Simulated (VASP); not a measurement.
## BaZrO3: single point with r2SCAN

The system is BaZrO3.

```
CELL_PARAMETERS angstrom
4.24741 0.00000 0.00000
0.00000 4.24741 0.00000
0.00000 0.00000 4.24741
ATOMIC_POSITIONS crystal
Ba 0.00000 0.00000 0.00000
Zr 0.50000 0.50000 0.50000
O 0.50000 0.50000 0.00000
O 0.50000 0.00000 0.50000
O 0.00000 0.50000 0.50000
```

This cell differs from its parent crystal: strain +1.0%.

| Item | Value |
| --- | --- |
| Program | VASP 6.6.1 |
| Task | single point |
| Functional | r2SCAN |
| Potentials or basis | VASP PAW PBE potentials, release 64 (Ba_sv, Zr_sv, O) |
| Cutoff | 520 eV |
| k mesh | 6 × 6 × 6 |
| Occupations | gaussian, width 0.01 eV |
| Spin | no spin polarisation |
| Dipole correction | no |
| Further INCAR settings | ALGO = Normal; EDIFF = 1e-06; NBANDS = 28 |

- Pressure: -3.7 GPa
- Band gap on the k mesh: 3.60 eV, indirect (least direct gap 3.89 eV)

Levels at points of the mesh, in eV from the valence-band top:
```tsv
k point	band 18	band 19	band 20	band 21	band 22	band 23
(0.00, 0.00, 0.00)	-0.28	-0.28	-0.28	3.60	3.60	3.60
(0.50, 0.00, 0.00)	-1.58	-0.53	-0.53	4.00	5.95	5.95
(0.50, 0.50, 0.00)	-0.94	-0.92	-0.07	5.93	5.93	6.74
(0.50, 0.50, 0.50)	0.00	0.00	0.00	6.46	6.46	6.46
```

Run time: 82 s on 1 thread of AMD EPYC 9R45 96-Core Processor (Zen 5), on a shared host, peak memory 0.18 GiB.

Caveat: the cell differs from its parent crystal (strain +1.0%); the PAW data sets were made with another functional, which shifts forces and pressure a little; spin-orbit coupling is left out, which moves the levels of the heavy elements. A k mesh can miss the band edges.
